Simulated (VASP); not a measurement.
# Be (P6_3/mmc) in VASP: a series of runs, part 2 of 2

VASP 6.6.1. The steps go on from the part before.

## 4. Single point, RPBE (volume scaled by 0.96)

Contents of INCAR:

```
SYSTEM = Be
  PREC = Accurate
  ENCUT = 520
  EDIFF = 1E-6
  ISMEAR = -1
  SIGMA = 0.1
  LREAL = .FALSE.
  LASPH = .TRUE.
  NELM = 80
  ALGO = Normal
  ISIF = 2
  LWAVE = .FALSE.
  LCHARG = .TRUE.
  GGA = RP
  LELF = .TRUE.
  LVHAR = .TRUE.
  NBANDS = 12
```

Contents of KPOINTS:

```
Automatic mesh
0
G
  18 18 5
  0 0 0
```

Contents of POSCAR:

```
Be
1.0
    2.2440711003      0.0000000000      0.0000000000
   -1.1220355502      1.9434225807      0.0000000000
    0.0000000000      0.0000000000      7.1379173160
Be
4
Direct
    0.0000000000      1.0000000000      1.0000000000
    1.0000000000      1.0000000000      0.5000000000
    0.3333333333      0.6666666667      0.2500000000
    0.6666666667      0.3333333333      0.7500000000
```

Potentials or basis: VASP PAW PBE potentials, release 64 (Be).

Run with:

```
$ cat potpaw_PBE.64/Be/POTCAR > POTCAR
$ mpirun -np 1 vasp_std > vasp.out
```

OUTCAR:

```text
SYSTEM = Be
   PREC = Accurate
   ENCUT = 520
   EDIFF = 1E-6
   ISMEAR = -1
   LREAL = .FALSE.
   LASPH = .TRUE.
   NELM = 80
   ISIF = 2
   GGA = RP

 ion  position               nearest neighbor table
   1  0.000  0.000  0.000-   3 2.21   4 2.21   3 2.21   4 2.21   4 2.21   3 2.21
   2  0.000  0.000  0.500-   3 2.21   4 2.21   3 2.21   4 2.21   4 2.21   3 2.21
   3  0.333  0.667  0.250-   1 2.21   2 2.21   1 2.21   2 2.21   1 2.21   2 2.21
   4  0.667  0.333  0.750-   1 2.21   2 2.21   1 2.21   2 2.21   1 2.21   2 2.21

  LATTYP: Found a hexagonal cell.
 ALAT       =     2.2440711003
 C/A-ratio  =     3.1807892874

  Lattice vectors:

 A1 = (   2.2440711003,   0.0000000000,   0.0000000000)
 A2 = (  -1.1220355502,   1.9434225807,   0.0000000000)
 A3 = (   0.0000000000,   0.0000000000,   7.1379173160)

Analysis of symmetry for initial positions (statically):
=====================================================================
 Subroutine PRICEL returns:
 Original cell was already a primitive cell.

 Routine SETGRP: Setting up the symmetry group for a
 hexagonal supercell.

 Subroutine GETGRP returns: Found 24 space group operations
 (whereof 12 operations were pure point group operations)
 out of a pool of 24 trial point group operations.

The static configuration has the point symmetry D_3d.
 The point group associated with its full space group is D_6h.

Analysis of symmetry for dynamics (positions and initial velocities):
=====================================================================
 Subroutine PRICEL returns:
 Original cell was already a primitive cell.

 Routine SETGRP: Setting up the symmetry group for a
 hexagonal supercell.

 Subroutine GETGRP returns: Found 24 space group operations
 (whereof 12 operations were pure point group operations)
 out of a pool of 24 trial point group operations.

The dynamic configuration has the point symmetry D_3d.
 The point group associated with its full space group is D_6h.

 Subroutine INISYM returns: Found 24 space group operations
 (whereof 12 operations are pure point group operations),
[... 131 lines left out ...]
 non-spin polarized calculation
  energy-cutoff  :      520.00
  volume of cell :       31.13
 maximum number of plane-waves:       864
 NGX is ok and might be reduce to    18
   NGX =  9   NGY =  9   NGZ = 27

 number of electron       8.0000000 magnetization

 Free energy of the ion-electron system (eV)
  ---------------------------------------------------
  ext. energy  EPLUGINS =         0.00000000
  ---------------------------------------------------
  free energy    TOTEN  =       -13.91163692 eV

  energy without entropy =      -13.90116200  energy(sigma->0) =      -13.90639946

 E-fermi :   7.4631     XC(G=0): -10.6602

 val. band max:        7.4501144131   @ k =   0.3333   0.2778   0.2000
 cond. band min:       7.6026560016   @ k =   0.3333   0.2778   0.4000
 fundamental gap:      0.1525415885
 Fermi energy:         7.4630536476

 k-point     1 :       0.0000    0.0000    0.0000
  band No.  band energies     occupation
      1      -4.2411      2.00000
      2      -2.0918      2.00000
      3      -2.0655      2.00000
      4       2.6610      2.00000
      5       8.2044      0.00121
      6      17.8219      0.00000
      7      17.8250      0.00000
      8      23.9229      0.00000
      9      23.9229      0.00000
     10      25.0971      0.00000
     11      25.1024      0.00000
     12      25.4554      0.00000
[... 331 lines left out ...]
 k-point    24 :       0.3889    0.1111    0.0000
  band No.  band energies     occupation
      1       1.7108      2.00000
      2       3.4053      2.00000
      3       3.4787      2.00000
      4       5.5290      2.00000
      5       9.0126      0.00000
      6       9.3183      0.00000
      7      10.9228      0.00000
      8      13.0057      0.00000
      9      14.4885      0.00000
     10      15.0792      0.00000
     11      17.5897      0.00000
     12      18.5762      0.00000

 [... further k-points ...]

------------------------ aborting loop because EDIFF is reached ----------------------------------------

  FORCE on cell =-STRESS in cart. coord.  units (eV):
  Direction    XX          YY          ZZ          XY          YZ          ZX
  --------------------------------------------------------------------------------------
  -------------------------------------------------------------------------------------
  Total        0.9052407      0.9052407      1.2209723     -0.0000000      0.0000000      0.0000000
  in kB       46.5907046     46.5907046     62.8407032     -0.0000000      0.0000000      0.0000000
  external PRESSURE =      52.0073708 kB  Pullay stress =       0.0000000 kB

 VOLUME and BASIS-vectors are now :
 -----------------------------------------------------------------------------
  energy-cutoff  :      520.00
  volume of cell :       31.13
      direct lattice vectors                 reciprocal lattice vectors
     2.244071100  0.000000000  0.000000000     0.445618679  0.257278064  0.000000000
    -1.122035550  1.943422581  0.000000000     0.000000000  0.514556129  0.000000000
     0.000000000  0.000000000  7.137917316     0.000000000  0.000000000  0.140096888

 POSITION                                       TOTAL-FORCE (eV/Angst)
 -----------------------------------------------------------------------------------
      0.00000      0.00000      0.00000        -0.000000      0.000000     -0.000000
      0.00000      0.00000      3.56896        -0.000000      0.000000     -0.000000
     -0.00000      1.29562      1.78448         0.000000     -0.000000      0.000000
      1.12204      0.64781      5.35344        -0.000000      0.000000      0.000000
 -----------------------------------------------------------------------------------
    total drift:                               -0.000000      0.000000     -0.000000

  FREE ENERGIE OF THE ION-ELECTRON SYSTEM (eV)
  ---------------------------------------------------
  free  energy   TOTEN  =       -13.9116369208 eV

  energy  without entropy=      -13.9011619979  energy(sigma->0) =      -13.90639946
```

OSZICAR:

```text
N       E                     dE             d eps       ncg     rms          rms(c)
DAV:   1     0.233504291154E+01    0.23350E+01   -0.35806E+03  2664   0.564E+02
DAV:   2    -0.135952324681E+02   -0.15930E+02   -0.15204E+02  3528   0.103E+02
DAV:   3    -0.140323176066E+02   -0.43709E+00   -0.43450E+00  3872   0.116E+01
DAV:   4    -0.140337001077E+02   -0.13825E-02   -0.13823E-02  3200   0.708E-01
DAV:   5    -0.140337048890E+02   -0.47813E-05   -0.47814E-05  3780   0.378E-02    0.171E+00
DAV:   6    -0.139417841827E+02    0.91921E-01   -0.16383E-02  2956   0.151E+00    0.106E+00
DAV:   7    -0.139117303932E+02    0.30054E-01   -0.13551E-02  2880   0.142E+00    0.370E-02
DAV:   8    -0.139116363765E+02    0.94017E-04   -0.12969E-04  3568   0.756E-02    0.171E-02
DAV:   9    -0.139116369208E+02   -0.54427E-06   -0.50474E-06  3584   0.140E-02
   1 F= -.13911637E+02 E0= -.13906399E+02  d E =-.104749E-01
```

stdout:

```text
POSCAR found type information on POSCAR Be
 POSCAR found :  1 types and       4 ions
 scaLAPACK will be used
 -----------------------------------------------------------------------------
|                                                                             |
|                                                                             |
|     You enforced a specific xc type in the INCAR file but a different       |
|     I HOPE YOU KNOW WHAT YOU ARE DOING!                                     |
|                                                                             |
 -----------------------------------------------------------------------------

 LDA part: xc-table for (Slater+PW92), standard interpolation
 POSCAR, INCAR and KPOINTS ok, starting setup
 FFT: planning ... GRIDC
 FFT: planning ... GRID_SOFT
 FFT: planning ... GRID
 WAVECAR not read
 entering main loop
```

Run time: 27 s. Hardware: 1 thread of Intel Xeon Platinum 8375C at 2.90GHz (Ice Lake), shared host; peak memory 0.16 GiB.

Results:

```
Free energy            : -13.9116 eV
Pressure               : 5.2 GPa
Band gap on the k mesh : zero (band 4 reaches 8.17 eV, above the bottom of band 5 at 6.77 eV)
```

Stress tensor (GPa, compression positive):
```
4.66 0.00 0.00
0.00 4.66 0.00
0.00 0.00 6.28
```

Levels at points of the mesh, in eV from the Fermi level:
```tsv
k point	band 1	band 2	band 3	band 4	band 5	band 6	band 7	band 8	band 9
(0.00, 0.00, 0.00)	-11.70	-9.55	-9.53	-4.80	0.74	10.36	10.36	16.46	16.46
(0.50, 0.00, 0.00)	-5.19	-4.21	-3.85	-2.89	1.09	1.10	4.13	5.87	7.19
```

Caveat: the PAW data sets were made with another functional, which shifts forces and pressure a little.

## 5. Summary

```tsv
cell	gap on the mesh (eV)	pressure (GPa)
a = 2.180, b = 2.180, c = 6.934 Å, angles 90.0, 90.0, 120.0°, 4 atoms	none	18.7
a = 2.212, b = 2.212, c = 7.037 Å, angles 90.0, 90.0, 120.0°, 4 atoms	none	11.3
a = 2.244, b = 2.244, c = 7.138 Å, angles 90.0, 90.0, 120.0°, 4 atoms	none	5.2
```

Alike in all rows: task single point; level RPBE; potentials or basis VASP PAW PBE potentials, release 64 (Be); no spin polarisation; k mesh 18 × 18 × 5; cutoff (eV) 520; smearing fermi-dirac 0.1 eV.

Caveats: the PAW data sets were made with another functional, which shifts forces and pressure a little.

Total energies depend on the potentials used, so only differences within one code and one set of settings carry meaning.
